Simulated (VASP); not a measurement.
A run of VASP 6.6.1 is set up as follows.

File POSCAR:

```
TiO2
1.0
    3.3671606140      0.0000000000      0.0000000000
    0.0000000000      3.3671606140      0.0000000000
    0.0000000000      0.0000000000      5.2051577808
Ti O
2 4
Direct
    0.0000000000      0.0000000000      0.0000000000
    0.5000000000      0.5000000000      0.5000000000
    0.0000000000      0.5000000000      0.3373577416
    0.0000000000      0.5000000000      0.8373577416
    0.5000000000      0.0000000000      0.6626422584
    0.5000000000      0.0000000000      0.1626422584
```

Contents of INCAR.step1:

```
SYSTEM = TiO2
  ALGO = Normal
  EDIFF = 1E-4
  ENCUT = 520
  GGA = PE
  ISMEAR = 0
  LASPH = .True.
  LCHARG = .False.
  LREAL = .False.
  LWAVE = .True.
  NBANDS = 33
  NELM = 60
  PREC = Accurate
  SIGMA = 0.01
```

INCAR.step2

```
SYSTEM = TiO2
  ALGO = Normal
  EDIFF = 1E-6
  ENCUT = 520
  ISIF = 2
  ISMEAR = 0
  ISTART = 1
  LASPH = .True.
  LCHARG = .False.
  LMIXTAU = .True.
  LREAL = .False.
  LWAVE = .False.
  METAGGA = R2SCAN
  NBANDS = 33
  NELM = 60
  PREC = Accurate
  SIGMA = 0.01
```

KPOINTS

```
k-points
0
Gamma
  8 8 6
  0 0 0
```

Potentials or basis: VASP PAW PBE potentials, release 64 (Ti_sv, O).

Launch:

```sh
$ cat potpaw_PBE.64/Ti_sv/POTCAR potpaw_PBE.64/O/POTCAR > POTCAR
$ cp INCAR.step1 INCAR
$ mpirun -np 1 vasp_std > vasp.out
$ cp INCAR.step2 INCAR
$ mpirun -np 1 vasp_std > vasp.out
```

Estimate the band gap on the k mesh.

2.95 eV (least direct gap 2.98 eV).

Estimate the pressure.

1.5 GPa.

Estimate the largest force.

0.098 eV/Å.

Forces on the atoms (eV/Å):
```
Ti   0.000  0.000  0.000
Ti   0.000  0.000  0.000
O    0.000  0.000 -0.098
O    0.000  0.000 -0.098
O    0.000  0.000  0.098
O    0.000  0.000  0.098
```

Caveat: the PAW data sets were made with another functional, which shifts forces and pressure a little. A k mesh can miss the band edges.
